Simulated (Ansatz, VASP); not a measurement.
## Two plane-wave programs on KI

```
CELL_PARAMETERS angstrom
2.48316 -3.78000 0.00000
2.48316 3.78000 0.00000
0.00000 0.00000 4.96632
ATOMIC_POSITIONS crystal
K 0.00000 0.00000 0.00000
I 0.50000 0.50000 0.50000
```

Alike in both runs: task single point; functional PBE; dispersion D3(BJ); k mesh 4 × 4 × 4; occupations gaussian, width 0.1 eV; no spin polarisation.

|  | VASP | Ansatz |
| --- | --- | --- |
| version | VASP 6.6.1 | Ansatz 0.2.0 |
| potentials or method | VASP PAW PBE potentials, release 64 (K_sv, I), cutoff 520 eV | scalar-relativistic, plane waves, PAW |
| valence electrons in the cell | 16 | 26 |

```tsv
	VASP	Ansatz	Ansatz less VASP
gap on the k mesh at the Fermi level (eV)	2.70	2.70	+0.001
least direct gap on the mesh (eV)	2.77	2.77	+0.001
pressure (GPa)	-0.8	-0.8	-0.02
traceless stress, the component that is largest in VASP (GPa)	-1.52	-1.54	-0.012
```

VASP's potentials hold 16 valence electrons a cell and Ansatz's 26, so a difference there can come from the potentials and not from the codes.

Spin-orbit coupling is off throughout.
